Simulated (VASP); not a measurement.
# SnSe2 (P-3m1) in VASP: a series of runs

The runs below take SnSe2 through single point, with PBEsol.

Program: VASP 6.6.1. These are calculated values, not measurements. Logs are shortened: lines on timing, memory, paths and dates and some standing lists are left out, and cuts for length are marked.

### 1 The cell of the first run

It takes space group P-3m1 (No. 164, trigonal). Conventional cell: a = 3.817 Å, b = 3.817 Å, c = 6.524 Å, α = 90.00°, β = 90.00°, γ = 120.00°. Within 3.6 Å of Sn (site symmetry -3m) lie 6 Se at 2.72 Å. Se (site symmetry 3m) has 3 Sn at 2.72 Å within 3.6 Å.

### 2 Single point, PBEsol (strain along c alone, the other axes held: +6.0 %, then relaxed in part)

Input file INCAR:

```
PREC = Accurate
ENCUT = 520
EDIFF = 1E-6
ISMEAR = 0
SIGMA = 0.02
LREAL = F
LASPH = T
NELM = 100
ALGO = Normal
ISIF = 2
LWAVE = F
LCHARG = F
GGA = PS
NBANDS = 20
```

Input file KPOINTS:

```
regular mesh
0
Gamma
  12 12 6
```

Input file POSCAR:

```
SnSe2
1.0
    3.8174487349      0.0000000000      0.0000000000
   -1.9087243674      3.3060075820      0.0000000000
    0.0000000000      0.0000000000      6.5239563963
Sn Se
1 2
Direct
    0.0000000000      0.0000000000      0.0000000000
    0.6666666667      0.3333333333      0.7565758181
    0.3333333333      0.6666666667      0.2434241819
```

Potentials or basis: VASP PAW PBE potentials, release 64 (Sn_d, Se).

Run with:

```
$ cat potpaw_PBE.64/Sn_d/POTCAR potpaw_PBE.64/Se/POTCAR > POTCAR
$ mpirun -np 1 vasp_std > vasp.out
```

OUTCAR:

```text
PREC = Accurate
   ENCUT = 520
   EDIFF = 1E-6
   ISMEAR = 0
   LREAL = F
   LASPH = T
   NELM = 100
   ISIF = 2
   GGA = PS

 ion  position               nearest neighbor table
   1  0.000  0.000  0.000-   2 2.72   3 2.72   3 2.72   2 2.72   2 2.72   3 2.72
   2  0.667  0.333  0.757-   1 2.72   1 2.72   1 2.72
   3  0.333  0.667  0.243-   1 2.72   1 2.72   1 2.72

  LATTYP: Found a hexagonal cell.
 ALAT       =     3.8174487349
 C/A-ratio  =     1.7089833680

  Lattice vectors:

 A1 = (   3.8174487349,   0.0000000000,   0.0000000000)
 A2 = (  -1.9087243674,   3.3060075820,   0.0000000000)
 A3 = (   0.0000000000,   0.0000000000,   6.5239563963)

Analysis of symmetry for initial positions (statically):
=====================================================================
 Subroutine PRICEL returns:
 Original cell was already a primitive cell.

 Routine SETGRP: Setting up the symmetry group for a
 hexagonal supercell.

 Subroutine GETGRP returns: Found 12 space group operations
 (whereof 12 operations were pure point group operations)
 out of a pool of 24 trial point group operations.

The static configuration has the point symmetry D_3d.

Analysis of symmetry for dynamics (positions and initial velocities):
=====================================================================
 Subroutine PRICEL returns:
 Original cell was already a primitive cell.

 Routine SETGRP: Setting up the symmetry group for a
 hexagonal supercell.

 Subroutine GETGRP returns: Found 12 space group operations
 (whereof 12 operations were pure point group operations)
 out of a pool of 24 trial point group operations.

The dynamic configuration has the point symmetry D_3d.

 Subroutine INISYM returns: Found 12 space group operations
 (whereof 12 operations are pure point group operations),
 and found     1 'primitive' translations

----------------------------------------------------------------------------------------

                                     Primitive cell

  volume of cell :      82.3357

  direct lattice vectors                    reciprocal lattice vectors
     3.817448735  0.000000000  0.000000000     0.261955057  0.151239823  0.000000000
    -1.908724367  3.306007582  0.000000000     0.000000000  0.302479645  0.000000000
     0.000000000  0.000000000  6.523956396     0.000000000  0.000000000  0.153281221

  length of vectors
     3.817448735  3.817448735  6.523956396     0.302479645  0.302479645  0.153281221

  position of ions in fractional coordinates (direct lattice)
     0.000000000  0.000000000  0.000000000
     0.666666667  0.333333333  0.756575818
     0.333333333  0.666666667  0.243424182

  ion indices of the primitive-cell ions
   primitive index   ion index
                 1           1
                 2           2
                 3           3

----------------------------------------------------------------------------------------

 KPOINTS: regular mesh

Automatic generation of k-mesh.
 Grid dimensions read from file:
 generate k-points for:   12   12    6

 Generating k-lattice:

  Cartesian coordinates                     Fractional coordinates (reciprocal lattice)
     0.021829588  0.012603319  0.000000000     0.083333333 -0.000000000  0.000000000
     0.000000000  0.025206637  0.000000000     0.000000000  0.083333333  0.000000000
     0.000000000  0.000000000  0.025546870     0.000000000  0.000000000  0.166666667

  Length of vectors
     0.025206637  0.025206637  0.025546870

  Shift w.r.t. Gamma in fractional coordinates (k-lattice)
     0.000000000  0.000000000  0.000000000

 Subroutine IBZKPT returns following result:
 ===========================================

 Found    100 irreducible k-points:

 Following reciprocal coordinates:
            Coordinates               Weight
  0.000000  0.000000  0.000000      1.000000
  0.083333  0.000000  0.000000      6.000000
  0.166667 -0.000000  0.000000      6.000000
  0.250000  0.000000  0.000000      6.000000
  0.333333  0.000000  0.000000      6.000000
  0.416667  0.000000  0.000000      6.000000
[... 16 lines left out ...]
  0.166667 -0.000000  0.166667      6.000000
  0.000000  0.166667  0.166667      6.000000
 [... further k-points ...]
   k-points           NKPTS =    100   k-points in BZ     NKDIM =    100   number of bands    NBANDS=     20
   number of dos      NEDOS =    301   number of ions     NIONS =      3
   total plane-waves  NPLWV =  39200
   dimension x,y,z NGX =    28 NGY =   28 NGZ =   50
   dimension x,y,z NGXF=    56 NGYF=   56 NGZF=  100
   ions per type =               1   2
   NGX,Y,Z   is equivalent  to a cutoff of  12.19, 12.19, 12.74 a.u.
   NGXF,Y,Z  is equivalent  to a cutoff of  24.39, 24.39, 25.48 a.u.
 SYSTEM =  unknown system
   PREC   = accura    normal or accurate (medium, high low for compatibility)
   ISTART =      0    job   : 0-new  1-cont  2-samecut
   ICHARG =      2    charge: 1-file 2-atom 10-const
   ISPIN  =      1    spin polarized calculation?
   LNONCOLLINEAR =      F non collinear calculations
   LSORBIT =      F    spin-orbit coupling
   LASPH  =      T    aspherical Exc in radial PAW
   ENCUT  =  520.0 eV  38.22 Ry    6.18 a.u.   7.10  7.10 12.13*2*pi/ulx,y,z
   NELM   =    100;   NELMIN=  2; NELMDL= -5     # of ELM steps
   EDIFF  = 0.1E-05   stopping-criterion for ELM
   LREAL  =      F    real-space projection
   EDIFFG = 0.1E-04   stopping-criterion for IOM
   NSW    =      0    number of steps for IOM
   IBRION =     -1    ionic relax: 0-MD 1-quasi-New 2-CG
   NFREE  =      0    steps in history (QN), initial steepest desc. (CG)
   ISIF   =      2    stress and relaxation
   ISYM   =      2    0-nonsym 1-usesym 2-fastsym
   POTIM  = 0.5000    time-step for ionic-motion
   TEBEG  =    0.0;   TEEND  =   0.0 temperature during run
   PSTRESS=    0.0 pullay stress
   NELECT =      26.0000    total number of electrons
   NUPDOWN=      -1.0000    fix difference up-down
   EMIN   =  10.00;   EMAX   =-10.00  energy-range for DOS
   EFERMI =   0.00;   METHOD = LEGACY
   ISMEAR =     0;   SIGMA  =   0.02  broadening in eV -4-tet -1-fermi 0-gaus
   EFERMI_NEDOS =   21; number of points for ismear=-14 and -15
   IALGO  =     38    algorithm
   IMIX   =      4    mixing-type and parameters
     AMIX     =   0.40;   BMIX     =  1.00
     AMIX_MAG =   1.60;   BMIX_MAG =  1.00
  volume/ion in A,a.u.               =      27.45       185.21
  Fermi-wavevector in a.u.,A,eV,Ry     =   1.114816  2.106697 16.909525  1.242815
  Thomas-Fermi vector in A             =   2.251415
   LORBIT       =      0    0 simple, 1 ext, 2 COOP (PROOUT), +10 PAW based schemes
   GGA     = PS    functional components
   LHFCALC =     F    Hartree Fock is set to
   AEXX    =    0.0000 exact exchange contribution
   IVDW    =     0    specifies the selected vdW correction
   LEPSILON=     F    determine dielectric tensor
   LRPA    =     F    only Hartree local field effects (RPA)
 non-spin polarized calculation
 Gauss-broadening in eV      SIGMA  =   0.02
  energy-cutoff  :      520.00
  volume of cell :       82.34
 maximum number of plane-waves:      2241
   NGX = 15   NGY = 15   NGZ = 25

 number of electron      25.9999998 magnetization

 Free energy of the ion-electron system (eV)
  ---------------------------------------------------
  ext. energy  EPLUGINS =         0.00000000
  ---------------------------------------------------
  free energy    TOTEN  =       -12.97386686 eV

  energy without entropy =      -12.97386686  energy(sigma->0) =      -12.97386686

 E-fermi :   3.5394     XC(G=0):  -9.3045

 val. band max:        3.3879133998   @ k =   0.1667  -0.0000   0.1667
 cond. band min:       3.9926653748   @ k =   0.5000   0.0000   0.3333
 fundamental gap:      0.6047519750
 Fermi energy:         3.5394422431

 k-point     1 :       0.0000    0.0000    0.0000
  band No.  band energies     occupation
      1     -17.7110      2.00000
      2     -17.7110      2.00000
      3     -17.6722      2.00000
      4     -17.6606      2.00000
      5     -17.6606      2.00000
      6     -10.3238      2.00000
[... 12 lines left out ...]
     19      12.3111      0.00000
     20      12.3120      0.00000

 k-point     2 :       0.0833    0.0000    0.0000
  band No.  band energies     occupation
      1     -17.7138      2.00000
      2     -17.7083      2.00000
      3     -17.6703      2.00000
      4     -17.6625      2.00000
      5     -17.6604      2.00000
      6     -10.2559      2.00000
[... 12 lines left out ...]
     19      11.5611      0.00000
     20      12.4225      0.00000

 k-point     3 :       0.1667   -0.0000    0.0000
  band No.  band energies     occupation
      1     -17.7223      2.00000
      2     -17.7015      2.00000
      3     -17.6687      2.00000
      4     -17.6631      2.00000
      5     -17.6594      2.00000
      6     -10.0568      2.00000
[... 12 lines left out ...]
     19      11.6241      0.00000
     20      12.3448      0.00000

 k-point     4 :       0.2500    0.0000    0.0000
  band No.  band energies     occupation
      1     -17.7351      2.00000
      2     -17.6941      2.00000
      3     -17.6744      2.00000
      4     -17.6560      2.00000
      5     -17.6550      2.00000
      6      -9.7429      2.00000
[... 12 lines left out ...]
     19      11.6843      0.00000
     20      12.3596      0.00000

 k-point     5 :       0.3333    0.0000    0.0000
  band No.  band energies     occupation
      1     -17.7488      2.00000
      2     -17.6896      2.00000
      3     -17.6798      2.00000
      4     -17.6496      2.00000
      5     -17.6462      2.00000
      6      -9.3508      2.00000
[... 12 lines left out ...]
     19      12.1547      0.00000
     20      12.6705      0.00000
[... 353 lines left out ...]
      6     -10.2316      2.00000
[... 12 lines left out ...]
     19      11.3329      0.00000
     20      12.4273      0.00000

 k-point    22 :       0.0000    0.0833    0.1667
  band No.  band energies     occupation
      1     -17.7138      2.00000
      2     -17.7083      2.00000
      3     -17.6703      2.00000
      4     -17.6625      2.00000
      5     -17.6604      2.00000
      6     -10.2316      2.00000
[... 12 lines left out ...]
     19      11.5443      0.00000
     20      12.2389      0.00000

 k-point    23 :       0.1667   -0.0000    0.1667
  band No.  band energies     occupation
      1     -17.7223      2.00000
      2     -17.7015      2.00000
      3     -17.6687      2.00000
      4     -17.6631      2.00000
      5     -17.6594      2.00000
      6     -10.0331      2.00000
[... 12 lines left out ...]
     19      11.7909      0.00000
     20      12.1323      0.00000

 k-point    24 :       0.0000    0.1667    0.1667
  band No.  band energies     occupation
      1     -17.7223      2.00000
      2     -17.7015      2.00000
      3     -17.6687      2.00000
      4     -17.6631      2.00000
      5     -17.6594      2.00000
      6     -10.0330      2.00000
[... 12 lines left out ...]
     19      11.4060      0.00000
     20      12.1292      0.00000

 [... further k-points ...]
[... 5 lines left out ...]
  --------------------------------------------------------------------------------------
  -------------------------------------------------------------------------------------
  Total       -0.1573011     -0.1573011     -0.2352530     -0.0000000      0.0000000     -0.0000000
  in kB       -3.0609354     -3.0609354     -4.5778095     -0.0000000      0.0000000     -0.0000000
  external PRESSURE =      -3.5665601 kB  Pullay stress =       0.0000000 kB

 VOLUME and BASIS-vectors are now :
 -----------------------------------------------------------------------------
  energy-cutoff  :      520.00
  volume of cell :       82.34
      direct lattice vectors                 reciprocal lattice vectors
     3.817448735  0.000000000  0.000000000     0.261955057  0.151239823  0.000000000
    -1.908724367  3.306007582  0.000000000     0.000000000  0.302479645  0.000000000
     0.000000000  0.000000000  6.523956396     0.000000000  0.000000000  0.153281221

 POSITION                                       TOTAL-FORCE (eV/Angst)
 -----------------------------------------------------------------------------------
      0.00000      0.00000      0.00000        -0.000000      0.000000      0.000000
      1.90872      1.10200      4.93587        -0.000000      0.000000     -0.018821
     -0.00000      2.20401      1.58809         0.000000      0.000000      0.018821
 -----------------------------------------------------------------------------------
    total drift:                                0.000000      0.000000     -0.000000

  FREE ENERGIE OF THE ION-ELECTRON SYSTEM (eV)
  ---------------------------------------------------
  free  energy   TOTEN  =       -12.9738668591 eV

  energy  without entropy=      -12.9738668591  energy(sigma->0) =      -12.97386686
```

Wall time 1.9 min (1 thread of AMD EPYC 7R43 (Zen 3), shared host); peak memory 0.26 GiB.

What came out:

```yaml
Free_energy: -12.9739 eV
Pressure: -0.4 GPa
Largest_force: 0.019 eV/Å
Band_gap_on_the_k_mesh: 0.60 eV, indirect (least direct gap 1.08 eV)
```

Forces on the atoms (eV/Å):
```
Sn   0.000  0.000  0.000
Se   0.000  0.000 -0.019
Se   0.000  0.000  0.019
```

Stress tensor (GPa, compression positive):
```
-0.31  0.00  0.00
 0.00 -0.31  0.00
 0.00  0.00 -0.46
```

Levels at points of the mesh, in eV from the valence-band top:
```tsv
k point	band 9	band 10	band 11	band 12	band 13	band 14	band 15	band 16	band 17	band 18
(0.00, 0.00, 0.00)	-0.51	-0.51	-0.38	-0.19	-0.19	1.01	3.02	4.61	4.61	7.58
(0.50, 0.00, 0.00)	-4.41	-2.76	-2.37	-1.11	-0.29	0.99	3.71	5.37	5.40	6.48
(0.00, 0.00, 0.50)	-1.97	-0.57	-0.57	-0.09	-0.09	2.28	2.93	4.44	4.44	8.02
(0.50, 0.00, 0.50)	-4.69	-2.27	-2.12	-0.78	-0.53	0.61	4.07	4.65	5.59	5.97
```

Caveat: the cell differs from its parent crystal (strain along c alone, the other axes held: +6.0 %, then relaxed in part); the PAW data sets were made with another functional, which shifts forces and pressure a little; spin-orbit coupling is left out, which moves the levels of the heavy elements; this functional lacks dispersion, which binds the layers, so the pressure and a relaxed spacing across them are unreliable. A k mesh can miss the band edges.

### 3 Single point, PBEsol

Input file INCAR:

```
SYSTEM = SnSe2
ALGO     = Normal         ! electronic algorithm
EDIFF    = 1E-7           ! SCF threshold, eV
ENCUT    = 520            ! plane-wave cutoff, eV
GGA      = PS             ! functional
ISIF     = 2              ! what is computed and relaxed
ISMEAR   = 0              ! smearing method
LASPH    = .TRUE.         ! aspherical terms in the spheres
LCHARG   = .FALSE.        ! write CHGCAR
LREAL    = .FALSE.        ! projectors in reciprocal space
LWAVE    = .FALSE.        ! write WAVECAR
NBANDS   = 20             ! bands
NELM     = 80             ! most SCF steps
PREC     = Accurate       ! precision mode
SIGMA    = 0.02           ! smearing width, eV
```

Input file KPOINTS:

```
k-points
0
G
  12 12 6
  0 0 0
```

POSCAR is that of step 2.

Potentials or basis: VASP PAW PBE potentials, release 64 (Sn_d, Se).

Run with:

```
$ cat potpaw_PBE.64/Sn_d/POTCAR potpaw_PBE.64/Se/POTCAR > POTCAR
$ mpirun -np 1 vasp_std > vasp.out
```

Wall time 1.9 min (1 thread of AMD EPYC 7R43 (Zen 3), shared host); peak memory 0.26 GiB.

It converged, with:

| Quantity | Value |
| --- | --- |
| Free energy | -12.9739 eV |
| Pressure | -0.4 GPa |
| Largest force | 0.019 eV/Å |
| Band gap on the k mesh | 0.60 eV, indirect (least direct gap 1.08 eV) |

Forces on the atoms (eV/Å):
```
Sn   0.000  0.000  0.000
Se   0.000  0.000 -0.019
Se   0.000  0.000  0.019
```

Stress tensor (GPa, compression positive):
```
-0.32  0.00  0.00
 0.00 -0.32  0.00
 0.00  0.00 -0.47
```

Levels at points of the mesh, in eV from the valence-band top:
```csv
k point,band 10,band 11,band 12,band 13,band 14,band 15,band 16,band 17
"(0.00, 0.00, 0.00)",-0.51,-0.38,-0.19,-0.19,1.01,3.02,4.61,4.61
"(0.50, 0.00, 0.00)",-2.76,-2.37,-1.11,-0.29,0.99,3.71,5.37,5.40
"(0.00, 0.00, 0.50)",-0.57,-0.57,-0.09,-0.09,2.28,2.93,4.44,4.44
"(0.50, 0.00, 0.50)",-2.27,-2.12,-0.78,-0.53,0.61,4.07,4.65,5.59
```

Caveat: the PAW data sets were made with another functional, which shifts forces and pressure a little; spin-orbit coupling is left out, which moves the levels of the heavy elements; this functional lacks dispersion, which binds the layers, so the pressure and a relaxed spacing across them are unreliable.
